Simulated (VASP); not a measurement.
# Mg16O16F (a cell with a defect) (F interstitial hop between voids) in VASP: further runs, part 2 of 2

VASP 6.6.1.

### Step 3. Single point, PBE

Input file INCAR:

```
SYSTEM = Mg16O16F
PREC = Accurate ; ENCUT = 520
EDIFF = 1E-6 ; ISMEAR = -1
SIGMA = 0.01 ; LREAL = Auto
LASPH = .True. ; NELM = 80
ALGO = Normal ; ISIF = 2
LWAVE = .False. ; LCHARG = .True.
GGA = PE ; LELF = .True.
LVHAR = .True. ; NBANDS = 90
NELECT = 136.0
```

Input file KPOINTS:

```
Automatic mesh
0
Gamma
  1 1 1
  0.25 0.25 0.25
```

Input file POSCAR:

```
Mg16O16F
1.0
   -4.2543812300      4.2543812300      4.2543812300
    4.2543812300     -4.2543812300      4.2543812300
    4.2543812300      4.2543812300     -4.2543812300
Mg O F
16 16 1
Direct
   -0.0160653210     -0.0158822156      0.0006160708
    0.0053525998      0.2464006969      0.7497037354
    0.0000629939      0.4987640706      0.4965846702
    0.0086985623      0.7567091020      0.2679553003
    0.2463822453      0.0054167689      0.7497228921
    0.2540988787      0.2542636500      0.4928107959
    0.2385353933      0.4897009430      0.2304976792
    0.2524757284      0.7512040711      0.0013768160
    0.4984871795      0.0000698104      0.4965364846
    0.4894275777      0.2388775112      0.2306134422
    0.5117138973      0.5118702068      0.0058962746
    0.4784638212      0.7636116334      0.7477845374
    0.7564585367      0.0091109607      0.2680705932
    0.7509801843      0.2525520027      0.0014282923
    0.7636749798      0.4781744724      0.7477754879
    0.7344849535      0.7346472568      0.4991128874
    0.0113920209      0.0114849839      0.5176241575
   -0.0089258574      0.2492189681      0.2458069560
    0.0034667791      0.5003930971     -0.0006750688
    0.0236542036      0.7478324880      0.7487900890
    0.2489708709     -0.0087207747      0.2457780447
    0.2438734199      0.2439753148     -0.0172564460
    0.2569280798      0.5052378675      0.7492077761
    0.2496881315      0.7534249581      0.4985008125
    0.5002788619      0.0037471959     -0.0005765821
    0.5052044901      0.2570497191      0.7492161204
    0.4443408801      0.4446745361      0.4195800525
    0.4938724074      0.7522762599      0.2526608317
    0.7476506754      0.0235115272      0.7487918519
    0.7532640651      0.2498943895      0.4986124621
    0.7520750556      0.4941228551      0.2526630647
    0.7757042262      0.7759998039      0.0831511049
    0.6997176179      0.6993589289      0.7519749235
```

Potentials or basis: VASP PAW PBE potentials, release 64 (Mg, O, F).

Command:

```console
$ cat potpaw_PBE.64/Mg/POTCAR potpaw_PBE.64/O/POTCAR potpaw_PBE.64/F/POTCAR > POTCAR
$ mpirun -np 1 vasp_std > vasp.out
```

OUTCAR:

```text
SYSTEM = Mg16O16F
   PREC = Accurate
   ENCUT = 520
   EDIFF = 1E-6
   ISMEAR = -1
   LREAL = Auto
   LASPH = .True.
   NELM = 80
   ISIF = 2
   GGA = PE
   NELECT = 136.0

 ion  position               nearest neighbor table
   1  0.984  0.984  0.001-  33 2.02  21 2.14  18 2.14  32 2.18  29 2.26  20 2.26  22 2.29   6 2.97
                             4 2.98  13 2.98  16 3.02  14 3.02   8 3.02  10 3.05   7 3.05  12 3.05
   2  0.005  0.246  0.750-  17 2.01  22 2.02  29 2.05  19 2.15  30 2.16  23 2.17  15 2.85   7 2.89
                            13 2.90   5 2.90   8 3.04   3 3.04   6 3.04  14 3.05  11 3.05   9 3.05
   3  0.000  0.499  0.497-  20 2.04  31 2.07  18 2.09  30 2.12  24 2.14  23 2.14  12 2.88   4 2.93
                            15 2.94  13 2.95  14 2.98   6 3.00  16 3.02   8 3.04   7 3.04   2 3.04
   4  0.009  0.757  0.268-  32 1.89  24 2.02  21 2.12  17 2.13  31 2.15  19 2.21   5 2.90   3 2.93
                             9 2.95   1 2.98  11 2.99   7 3.00   6 3.00  14 3.03  13 3.04  16 3.04
   5  0.246  0.005  0.750-  17 2.01  22 2.02  20 2.05  25 2.15  24 2.16  26 2.17  12 2.85  10 2.89
                             4 2.90   2 2.90  14 3.04   9 3.04   8 3.04   6 3.04  11 3.05   3 3.05
   6  0.254  0.254  0.493-  27 1.98  23 2.15  26 2.15  21 2.15  18 2.15  17 2.18   1 2.97  10 3.00
                             7 3.00   4 3.00  13 3.00   3 3.00   9 3.00   2 3.04   5 3.04  12 3.07
   7  0.239  0.490  0.230-  27 1.89  19 2.03  28 2.11  22 2.12  18 2.14  24 2.22   2 2.89  14 2.94
                             8 2.95  16 2.99   6 3.00   4 3.00  11 3.00  10 3.02   3 3.04   1 3.05
   8  0.252  0.751  0.001-  20 2.04  21 2.08  28 2.09  19 2.12  25 2.14  23 2.14  12 2.89  10 2.94
                            15 2.95   7 2.95   9 2.98  11 3.00   1 3.02  13 3.03   3 3.04   2 3.04
   9  0.498  0.000  0.497-  29 2.04  28 2.07  21 2.09  24 2.12  30 2.14  26 2.14  15 2.88  13 2.93
[... 16 lines left out ...]
  18  0.991  0.249  0.246-  14 2.08   3 2.09  13 2.12   7 2.14   1 2.14   6 2.15
  19  0.003  0.500  0.999-  15 2.00   7 2.03   8 2.12  14 2.14   2 2.15   4 2.21
  20  0.024  0.748  0.749-   3 2.04   8 2.04   5 2.05  15 2.25  16 2.25   1 2.26
  21  0.249  0.991  0.246-   8 2.08   9 2.09   4 2.12  10 2.14   1 2.14   6 2.15
  22  0.244  0.244  0.983-   2 2.02   5 2.02  10 2.12   7 2.12  11 2.19   1 2.29
[... 8 lines left out ...]
  31  0.752  0.494  0.253-   3 2.07  14 2.09  10 2.11   4 2.15  16 2.15  11 2.15
  32  0.776  0.776  0.083-   4 1.89  13 1.89  11 1.97   1 2.18  12 2.65  15 2.65
  33  0.700  0.699  0.752-  15 1.84  12 1.84   1 2.02  16 2.05

  LATTYP: Found a body centered cubic cell.
 ALAT       =     8.5087624600

  Lattice vectors:

 A1 = (  -4.2543812300,   4.2543812300,   4.2543812300)
[... 204 lines left out ...]

 number of electron     136.0000009 magnetization

 Free energy of the ion-electron system (eV)
  ---------------------------------------------------
  ext. energy  EPLUGINS =         0.00000000
  ---------------------------------------------------
  free energy    TOTEN  =      -185.55594682 eV

  energy without entropy =     -185.55594682  energy(sigma->0) =     -185.55594682

 E-fermi :   4.6972     XC(G=0): -11.0914

 val. band max:        4.4471877196   @ k =   0.2500   0.2500   0.2500
 cond. band min:       9.9017415456   @ k =   0.2500   0.2500   0.2500
 fundamental gap:      5.4545538260
 Fermi energy:         4.6972044408

 k-point     1 :       0.2500    0.2500    0.2500
  band No.  band energies     occupation
      1     -19.5986      2.00000
      2     -13.7226      2.00000
      3     -13.5893      2.00000
      4     -13.5745      2.00000
      5     -13.2356      2.00000
      6     -13.0579      2.00000
[... 72 lines left out ...]
     79      12.6712      0.00000
     80      12.7973      0.00000
 [bands above 80 left out]

------------------------ aborting loop because EDIFF is reached ----------------------------------------

  FORCE on cell =-STRESS in cart. coord.  units (eV):
  Direction    XX          YY          ZZ          XY          YZ          ZX
  --------------------------------------------------------------------------------------
  -------------------------------------------------------------------------------------
  Total       29.8597762     29.8597580     16.6131354      3.6793211     -0.0055076     -0.0410634
  in kB      155.3201954    155.3201004     86.4157662     19.1385519     -0.0286486     -0.2135976
  external PRESSURE =     132.3520207 kB  Pullay stress =       0.0000000 kB

 VOLUME and BASIS-vectors are now :
 -----------------------------------------------------------------------------
  energy-cutoff  :      520.00
  volume of cell :      308.01
      direct lattice vectors                 reciprocal lattice vectors
    -4.254381230  4.254381230  4.254381230     0.000000000  0.117525904  0.117525904
     4.254381230 -4.254381230  4.254381230     0.117525904  0.000000000  0.117525904
     4.254381230  4.254381230 -4.254381230     0.117525904  0.117525904  0.000000000

 POSITION                                       TOTAL-FORCE (eV/Angst)
 -----------------------------------------------------------------------------------
      0.00340      0.00184      8.37022        -0.020644     -0.015226      0.008848
      4.21504      2.16402     -2.11847         0.018137     -0.020719     -0.014748
      4.23433     -0.00900      0.00954        -0.002441      0.012626     -0.009188
      4.32231     -2.04234      2.11635        -0.011928     -0.030163     -0.039639
      2.16445      4.21477     -2.11836        -0.021976      0.016582     -0.014920
      2.09731      2.09590      0.06616        -0.014539     -0.013701     -0.137906
[... 25 lines left out ...]
      0.35501      0.35250      6.24778        -0.119791     -0.139054     -0.217090
      3.19766      3.20071      2.75302        -0.021438     -0.043035      0.928512
 -----------------------------------------------------------------------------------
    total drift:                               -0.000871     -0.003530      0.006306

  FREE ENERGIE OF THE ION-ELECTRON SYSTEM (eV)
  ---------------------------------------------------
  free  energy   TOTEN  =      -185.5559468207 eV

  energy  without entropy=     -185.5559468207  energy(sigma->0) =     -185.55594682
```

Wall time 2.5 min (1 thread of Intel Xeon Platinum 8375C at 2.90GHz (Ice Lake), shared host); peak memory 0.41 GiB.

Results:

- Free energy: -185.5559 eV
- Largest force: 0.930 eV/Å

Forces on the atoms (eV/Å):
```
Mg  -0.021 -0.015  0.009
Mg   0.018 -0.021 -0.015
Mg  -0.002  0.013 -0.009
Mg  -0.012 -0.030 -0.040
Mg  -0.022  0.017 -0.015
Mg  -0.015 -0.014 -0.138
Mg   0.037  0.037 -0.038
Mg  -0.010  0.005 -0.009
Mg   0.015 -0.004 -0.012
Mg   0.023  0.037 -0.037
Mg   0.026  0.027 -0.172
Mg  -0.063  0.099 -0.053
Mg  -0.053 -0.009 -0.041
Mg   0.006 -0.012 -0.011
Mg   0.109 -0.070 -0.051
Mg   0.032  0.036 -0.024
O   -0.029 -0.035  0.017
O   -0.025 -0.010 -0.060
O    0.022  0.003  0.006
O   -0.115  0.116  0.148
O   -0.010 -0.023 -0.057
O    0.019  0.013  0.017
O   -0.051  0.053  0.016
O   -0.033  0.014  0.008
O   -0.011  0.026  0.007
O    0.052 -0.052  0.012
O    0.100  0.091 -0.214
O    0.012  0.024 -0.051
O    0.116 -0.114  0.144
O   -0.001 -0.031  0.008
O    0.024  0.014 -0.055
O   -0.120 -0.139 -0.217
F   -0.021 -0.043  0.929
```

Caveat: the k points lie up to 1.04 Å⁻¹ apart; the cell carries a net charge on a neutralising background, which shifts energy and pressure; the cell is charged against a uniform background, so pressure and absolute levels hang on convention.

### Step 4. Single point, PBE

Input file INCAR:

```
PREC = Accurate ; ENCUT = 520
EDIFF = 1E-6 ; ISMEAR = -1
SIGMA = 0.01 ; LREAL = Auto
LASPH = True ; NELM = 60
ALGO = Normal ; ISIF = 2
LWAVE = False ; LCHARG = True
GGA = PE ; LELF = True
LVHAR = True ; NBANDS = 90
NELECT = 136.0
```

KPOINTS is that of step 3.

Input file POSCAR:

```
Mg16O16F
1.0
   -4.2543812300      4.2543812300      4.2543812300
    4.2543812300     -4.2543812300      4.2543812300
    4.2543812300      4.2543812300     -4.2543812300
Mg O F
16 16 1
Direct
   -0.0067818323     -0.0066169434      0.0059017983
    0.0025779307      0.2436056959      0.7497188963
   -0.0042754749      0.4973012256      0.4965468269
    0.0104988241      0.7585158277      0.2680045436
    0.2435516339      0.0026249411      0.7497381705
    0.2637664420      0.2639372072      0.4991328668
    0.2400159847      0.4911840023      0.2304745266
    0.2481362019      0.7497037354      0.0014442758
    0.4970642934     -0.0042104830      0.4965948950
    0.4909497732      0.2404141624      0.2305916999
    0.5157945143      0.5159860815      0.0006181863
    0.4833907421      0.7686188245      0.7477902962
    0.7582107304      0.0108740843      0.2681212469
    0.7494202629      0.2481712247      0.0013932696
    0.7688871361      0.4833266905      0.7477815993
    0.7377541716      0.7379276398      0.4928296000
    0.0053949091      0.0054964515      0.5176649390
   -0.0003948870      0.2580295325      0.2526651802
   -0.0018062556      0.4951067820     -0.0006716605
   -0.0085584714      0.7432450994      0.7492288132
    0.2577722683     -0.0001827528      0.2526672956
    0.2380037061      0.2381140629     -0.0172604419
    0.2246408933      0.5004207157      0.7488046622
    0.2443230740      0.7480956285      0.4985214971
    0.4949166250     -0.0015821337     -0.0005718810
    0.5002295011      0.2245077365      0.7488030169
    0.4740604781      0.4744010682      0.4195143556
    0.4958156982      0.7539806206      0.2458303437
    0.7431947983     -0.0084353042      0.7492208215
    0.7479909129      0.2446052537      0.4986345570
    0.7537374595      0.4960438160      0.2458011973
    0.8064036377      0.8067056793      0.0832703937
    0.5520838103      0.5517361687      0.7520071256
```

Potentials or basis: VASP PAW PBE potentials, release 64 (Mg, O, F).

Command:

```console
$ cat potpaw_PBE.64/Mg/POTCAR potpaw_PBE.64/O/POTCAR potpaw_PBE.64/F/POTCAR > POTCAR
$ mpirun -np 1 vasp_std > vasp.out
```

OUTCAR:

```text
PREC = Accurate
   ENCUT = 520
   EDIFF = 1E-6
   ISMEAR = -1
   LREAL = Auto
   LASPH = True
   NELM = 60
   ISIF = 2
   GGA = PE
   NELECT = 136.0

 ion  position               nearest neighbor table
   1  0.993  0.993  0.006-  32 1.97  29 2.15  20 2.15  21 2.15  18 2.15  22 2.19   6 2.97   4 2.99
                            13 2.99  10 3.00   7 3.00  14 3.00   8 3.00   2 3.05   5 3.05  12 3.08
   2  0.003  0.244  0.750-  17 2.01  22 2.02  23 2.05  19 2.15  30 2.16  29 2.17  15 2.85   7 2.89
                            13 2.90   5 2.90  14 3.04   9 3.04  16 3.04   8 3.05   1 3.05   3 3.05
   3  0.996  0.497  0.497-  23 2.04  18 2.07  31 2.09  24 2.12  30 2.14  20 2.14  15 2.88  13 2.93
                            12 2.94   4 2.95  14 2.98  16 3.00   6 3.02   8 3.04  10 3.04   5 3.04
   4  0.010  0.759  0.268-  32 1.89  24 2.02  31 2.12  17 2.13  21 2.15  19 2.21   5 2.90   9 2.93
                             3 2.95  11 2.98   1 2.99   7 3.00  16 3.00   8 3.04  13 3.04   6 3.05
   5  0.244  0.003  0.750-  17 2.01  22 2.02  26 2.05  25 2.15  24 2.16  20 2.17  12 2.85  10 2.89
                             4 2.90   2 2.90   8 3.04   3 3.04  14 3.04  16 3.04   1 3.05   9 3.05
   6  0.264  0.264  0.499-  33 2.05  21 2.15  18 2.15  27 2.18  23 2.25  26 2.25  17 2.28   1 2.97
[... 272 lines left out ...]
      4     -13.5747      2.00000
      5     -13.2356      2.00000
      6     -13.0586      2.00000
[... 72 lines left out ...]
     79      12.6712      0.00000
     80      12.7973      0.00000
 [bands above 80 left out]

------------------------ aborting loop because EDIFF is reached ----------------------------------------

  FORCE on cell =-STRESS in cart. coord.  units (eV):
  Direction    XX          YY          ZZ          XY          YZ          ZX
  --------------------------------------------------------------------------------------
  -------------------------------------------------------------------------------------
  Total       29.8870839     29.8909617     16.5981370      3.6883489      0.0011647      0.0377605
  in kB      155.4622403    155.4824115     86.3377495     19.1855112      0.0060582      0.1964168
  external PRESSURE =     132.4274671 kB  Pullay stress =       0.0000000 kB

 VOLUME and BASIS-vectors are now :
 -----------------------------------------------------------------------------
  energy-cutoff  :      520.00
  volume of cell :      308.01
      direct lattice vectors                 reciprocal lattice vectors
    -4.254381230  4.254381230  4.254381230     0.000000000  0.117525904  0.117525904
     4.254381230 -4.254381230  4.254381230     0.117525904  0.000000000  0.117525904
     4.254381230  4.254381230 -4.254381230     0.117525904  0.117525904  0.000000000

 POSITION                                       TOTAL-FORCE (eV/Angst)
 -----------------------------------------------------------------------------------
      0.02581      0.02441      8.42665         0.027022      0.027268      0.173225
      4.21501      2.16417     -2.14223         0.017578     -0.021227      0.014965
     -0.00798      4.23298      4.23940         0.014102     -0.003803      0.012933
      4.32254     -2.04216      2.13149        -0.011560     -0.030084      0.040591
      2.16468      4.21467     -2.14234        -0.022361      0.016340      0.015171
      2.12423      2.12277      0.12155         0.032855      0.037169      0.025718
[... 25 lines left out ...]
      0.35555      0.35298      6.50852        -0.119136     -0.138869      0.216223
      3.19785      3.20080      1.49675        -0.021751     -0.042023     -0.930608
 -----------------------------------------------------------------------------------
    total drift:                                0.001765     -0.000101     -0.004949

  FREE ENERGIE OF THE ION-ELECTRON SYSTEM (eV)
  ---------------------------------------------------
  free  energy   TOTEN  =      -185.5532062153 eV

  energy  without entropy=     -185.5532062153  energy(sigma->0) =     -185.55320622
```

It took 2.5 min on 1 thread of Intel Xeon Platinum 8375C at 2.90GHz (Ice Lake), shared host; peak memory 0.4 GiB.

What came out:

```
Free energy   : -185.5532 eV
Largest force : 0.932 eV/Å
```

Forces in eV/Å, atoms in the order of the input:
```
Mg   0.027  0.027  0.173
Mg   0.018 -0.021  0.015
Mg   0.014 -0.004  0.013
Mg  -0.012 -0.030  0.041
Mg  -0.022  0.016  0.015
Mg   0.033  0.037  0.026
Mg   0.037  0.037  0.039
Mg   0.005 -0.012  0.010
Mg  -0.002  0.012  0.009
Mg   0.023  0.037  0.037
Mg  -0.022 -0.016 -0.008
Mg  -0.063  0.098  0.052
Mg  -0.053 -0.009  0.042
Mg  -0.010  0.004  0.009
Mg   0.109 -0.070  0.051
Mg  -0.016 -0.015  0.139
O   -0.029 -0.036 -0.016
O    0.012  0.024  0.050
O    0.021  0.003 -0.008
O    0.055 -0.051 -0.012
O    0.023  0.014  0.053
O    0.020  0.013 -0.015
O    0.116 -0.112 -0.146
O   -0.032  0.015 -0.008
O   -0.011  0.025 -0.008
O   -0.114  0.116 -0.150
O    0.100  0.091  0.215
O   -0.027 -0.012  0.060
O   -0.050  0.056 -0.017
O   -0.001 -0.032 -0.007
O   -0.012 -0.025  0.059
O   -0.119 -0.139  0.216
F   -0.022 -0.042 -0.931
```

Levels at points of the mesh, in eV from the Fermi level:
| k point | band 64 | band 65 | band 66 | band 67 | band 68 | band 69 | band 70 | band 71 | band 72 | band 73 |
| --- | --- | --- | --- | --- | --- | --- | --- | --- | --- | --- |
| (0.25, 0.25, 0.25) | -1.74 | -1.71 | -1.68 | -1.18 | -0.35 | 5.10 | 5.16 | 5.32 | 5.47 | 7.38 |

Caveat: the k points lie up to 1.04 Å⁻¹ apart; the cell carries a net charge on a neutralising background, which shifts energy and pressure; the cell is charged against a uniform background, so pressure and absolute levels hang on convention.
